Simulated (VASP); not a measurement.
# Bi (R-3m) in VASP: further runs, part 2 of 2

VASP 6.6.1. Earlier steps stand in the parts before.

## Step 4: Electric field gradients, PBE (zz strain of +2 %)

The input, INCAR:

```
  PREC = Accurate
  ENCUT = 520
  EDIFF = 1E-8
  ISMEAR = -1
  SIGMA = 0.03
  LREAL = F
  LASPH = T
  NELM = 60
  ALGO = Normal
  ISIF = 2
  LWAVE = F
  LCHARG = F
  GGA = PE
  LEFG = T
  NBANDS = 22
```

The input, KPOINTS:

```
regular mesh
0
Gamma
  11 11 11
```

The input, POSCAR:

```
Bi
1.0
    2.2729996784      1.3123169762      4.0330800000
   -2.2729996784      1.3123169762      4.0330800000
    0.0000000000     -2.6246339523      4.0330800000
Bi
2
Direct
    0.2338900000      0.2338900000      0.2338900000
    0.7661100000      0.7661100000      0.7661100000
```

Potentials or basis: VASP PAW PBE potentials, release 64 (Bi_d).

Run with:

```console
cat potpaw_PBE.64/Bi_d/POTCAR > POTCAR
mpirun -np 1 vasp_std > vasp.out
```

OUTCAR:

```text
PREC = Accurate
   ENCUT = 520
   EDIFF = 1E-8
   ISMEAR = -1
   LREAL = F
   LASPH = T
   NELM = 60
   ISIF = 2
   GGA = PE

 ion  position               nearest neighbor table
   1  0.234  0.234  0.234-   2 3.09   2 3.09   2 3.09   2 3.56   2 3.56   2 3.56
   2  0.766  0.766  0.766-   1 3.09   1 3.09   1 3.09   1 3.56   1 3.56   1 3.56

  LATTYP: Found a trigonal (rhomboedric) cell.
 ALAT       =     4.8119058252
 COS(alpha) =     0.5537332747

  Lattice vectors:

 A1 = (   2.2729996784,   1.3123169762,   4.0330800000)
 A2 = (  -2.2729996784,   1.3123169762,   4.0330800000)
 A3 = (   0.0000000000,  -2.6246339523,   4.0330800000)

Analysis of symmetry for initial positions (statically):
=====================================================================
 Subroutine PRICEL returns:
 Original cell was already a primitive cell.

 Routine SETGRP: Setting up the symmetry group for a
 trigonal (rhombohedral) supercell.

 Subroutine GETGRP returns: Found 12 space group operations
 (whereof 12 operations were pure point group operations)
 out of a pool of 12 trial point group operations.

The static configuration has the point symmetry D_3d.

Analysis of symmetry for dynamics (positions and initial velocities):
=====================================================================
 Subroutine PRICEL returns:
 Original cell was already a primitive cell.

 Routine SETGRP: Setting up the symmetry group for a
 trigonal (rhombohedral) supercell.

 Subroutine GETGRP returns: Found 12 space group operations
 (whereof 12 operations were pure point group operations)
 out of a pool of 12 trial point group operations.

The dynamic configuration has the point symmetry D_3d.

 Subroutine INISYM returns: Found 12 space group operations
 (whereof 12 operations are pure point group operations),
 and found     1 'primitive' translations

----------------------------------------------------------------------------------------

                                     Primitive cell

  volume of cell :      72.1816

  direct lattice vectors                    reciprocal lattice vectors
     2.272999678  1.312316976  4.033080000     0.219973634  0.127001837  0.082649819
    -2.272999678  1.312316976  4.033080000    -0.219973634  0.127001837  0.082649819
     0.000000000 -2.624633952  4.033080000     0.000000000 -0.254003674  0.082649819

  length of vectors
     4.811905825  4.811905825  4.811905825     0.267112072  0.267112072  0.267112072

  position of ions in fractional coordinates (direct lattice)
     0.233890000  0.233890000  0.233890000
     0.766110000  0.766110000  0.766110000

  ion indices of the primitive-cell ions
   primitive index   ion index
                 1           1
                 2           2

----------------------------------------------------------------------------------------

 KPOINTS: regular mesh

Automatic generation of k-mesh.
 Grid dimensions read from file:
 generate k-points for:   11   11   11

[... 68 lines left out ...]
   NFREE  =      0    steps in history (QN), initial steepest desc. (CG)
   ISIF   =      2    stress and relaxation
   ISYM   =      2    0-nonsym 1-usesym 2-fastsym
   POTIM  = 0.5000    time-step for ionic-motion
   TEBEG  =    0.0;   TEEND  =   0.0 temperature during run
   PSTRESS=    0.0 pullay stress
   NELECT =      30.0000    total number of electrons
   NUPDOWN=      -1.0000    fix difference up-down
   EMIN   =  10.00;   EMAX   =-10.00  energy-range for DOS
   EFERMI =   0.00;   METHOD = LEGACY
   ISMEAR =    -1;   SIGMA  =   0.03  broadening in eV -4-tet -1-fermi 0-gaus
   EFERMI_NEDOS =   21; number of points for ismear=-14 and -15
   IALGO  =     38    algorithm
   IMIX   =      4    mixing-type and parameters
     AMIX     =   0.40;   BMIX     =  1.00
     AMIX_MAG =   1.60;   BMIX_MAG =  1.00
  volume/ion in A,a.u.               =      36.09       243.55
  Fermi-wavevector in a.u.,A,eV,Ry     =   1.221724  2.308724 20.308193  1.492610
  Thomas-Fermi vector in A             =   2.356896
   LORBIT       =      0    0 simple, 1 ext, 2 COOP (PROOUT), +10 PAW based schemes
   GGA     = PE    functional components
   LHFCALC =     F    Hartree Fock is set to
   AEXX    =    0.0000 exact exchange contribution
   IVDW    =     0    specifies the selected vdW correction
   LEPSILON=     F    determine dielectric tensor
   LRPA    =     F    only Hartree local field effects (RPA)
 non-spin polarized calculation
  energy-cutoff  :      520.00
  volume of cell :       72.18
 maximum number of plane-waves:      1980
   NGX = 17   NGY = 17   NGZ = 17

 number of electron      29.9999998 magnetization

 Free energy of the ion-electron system (eV)
  ---------------------------------------------------
  ext. energy  EPLUGINS =         0.00000000
  ---------------------------------------------------
  free energy    TOTEN  =        -7.77196231 eV

  energy without entropy =       -7.77132838  energy(sigma->0) =       -7.77164535

 E-fermi :   6.0507     XC(G=0):  -9.4104

 val. band max:        6.0185957259   @ k =   0.2727   0.2727   0.1818
 cond. band min:       6.0537390148   @ k =   0.3636   0.1818   0.1818
 fundamental gap:      0.0351432890
 Fermi energy:         6.0507170421

 k-point     1 :       0.0000    0.0000    0.0000
  band No.  band energies     occupation
      1     -16.8349      2.00000
      2     -16.8349      2.00000
      3     -16.6932      2.00000
      4     -16.6932      2.00000
      5     -16.6810      2.00000
      6     -16.5223      2.00000
[... 589 lines left out ...]
     21      13.9716      0.00000
     22      14.5556      0.00000

 [... further k-points ...]

------------------------ aborting loop because EDIFF is reached ----------------------------------------

  FORCE on cell =-STRESS in cart. coord.  units (eV):
  Direction    XX          YY          ZZ          XY          YZ          ZX
  --------------------------------------------------------------------------------------
  -------------------------------------------------------------------------------------
  Total        0.4249028      0.4249028      0.3062632      0.0000000      0.0000000      0.0000000
  in kB        9.4313527      9.4313527      6.7979685      0.0000000      0.0000000      0.0000000
  external PRESSURE =       8.5535580 kB  Pullay stress =       0.0000000 kB

 VOLUME and BASIS-vectors are now :
 -----------------------------------------------------------------------------
  energy-cutoff  :      520.00
  volume of cell :       72.18
      direct lattice vectors                 reciprocal lattice vectors
     2.272999678  1.312316976  4.033080000     0.219973634  0.127001837  0.082649819
    -2.272999678  1.312316976  4.033080000    -0.219973634  0.127001837  0.082649819
     0.000000000 -2.624633952  4.033080000     0.000000000 -0.254003674  0.082649819

 POSITION                                       TOTAL-FORCE (eV/Angst)
 -----------------------------------------------------------------------------------
      0.00000      0.00000      2.82989         0.000000      0.000000      0.075354
      0.00000      0.00000      9.26935         0.000000     -0.000000     -0.075354
 -----------------------------------------------------------------------------------
    total drift:                                0.000000     -0.000000      0.000000

  FREE ENERGIE OF THE ION-ELECTRON SYSTEM (eV)
  ---------------------------------------------------
  free  energy   TOTEN  =        -7.7719623094 eV

  energy  without entropy=       -7.7713283821  energy(sigma->0) =       -7.77164535

 Electric field gradients (V/A^2)
---------------------------------------------------------------------
 ion       V_xx      V_yy      V_zz      V_xy      V_xz      V_yz
---------------------------------------------------------------------
   1      10.690    10.690   -21.380     0.000     0.000    -0.000
   2      10.690    10.690   -21.380     0.000     0.000    -0.000
---------------------------------------------------------------------

 Electric field gradients after diagonalization (V/A^2)
 (convention: |V_zz| > |V_xx| > |V_yy|)
----------------------------------------------------------------------
 ion       V_xx      V_yy      V_zz     asymmetry (V_yy - V_xx)/ V_zz
----------------------------------------------------------------------
   1      10.690    10.690   -21.380       0.000
   2      10.690    10.690   -21.380       0.000
----------------------------------------------------------------------

           NMR quadrupolar parameters

 Cq : quadrupolar parameter    Cq=e*Q*V_zz/h
 eta: asymmetry parameters     (V_yy - V_xx)/ V_zz
 Q  : nuclear electric quadrupole moment in mb (millibarn)
----------------------------------------------------------------------
 ion       Cq(MHz)       eta       Q (mb)
----------------------------------------------------------------------
   1      -0.052       0.000       1.000
   2      -0.052       0.000       1.000
----------------------------------------------------------------------
```

It took 76 s on 1 thread of Intel Xeon 6975P-C (Granite Rapids), shared host; peak memory 0.32 GiB.

Results:

```yaml
Free_energy: -7.7720 eV
Pressure: 0.9 GPa
Largest_force: 0.075 eV/Å
Band_gap_on_the_k_mesh: zero (band 15 reaches 6.05 eV, above the bottom of band 16 at 5.96 eV)
```

Forces on the atoms (eV/Å):
```
Bi   0.000  0.000  0.075
Bi   0.000  0.000 -0.075
```

Electric field gradients, principal values (V/Å²):
```
atom   least  middle  greatest (by size)
1 Bi  10.690  10.690             -21.380
2 Bi  10.690  10.690             -21.380
```

Caveat: the cell differs from its parent crystal (zz strain of +2 %); without QUAD_EFG the Cq values of the log hold for a quadrupole moment of 1 mb, not for the nuclei; spin-orbit coupling is left out, which moves the levels of the heavy elements.

## Step 5: Overview

```csv
cell,gap on the mesh (eV),pressure (GPa),largest force (eV/Å)
"a = 4.808 Å, angles 57.2°, 2 atoms",none,-0.1,0.02
"a = 4.839 Å, angles 57.2°, 2 atoms",none,-0.9,0.06
"a = 4.812 Å, angles 56.4°, 2 atoms",none,0.9,0.08
```

Alike in all rows: task electric field gradients; level PBE; potentials or basis VASP PAW PBE potentials, release 64 (Bi_d); no spin polarisation; k mesh 11 × 11 × 11; cutoff (eV) 520; smearing fermi-dirac 0.03 eV.

Caveats: spin-orbit coupling is left out, which moves the levels of the heavy elements.

Absolute energies hang on the potentials; compare differences alone.
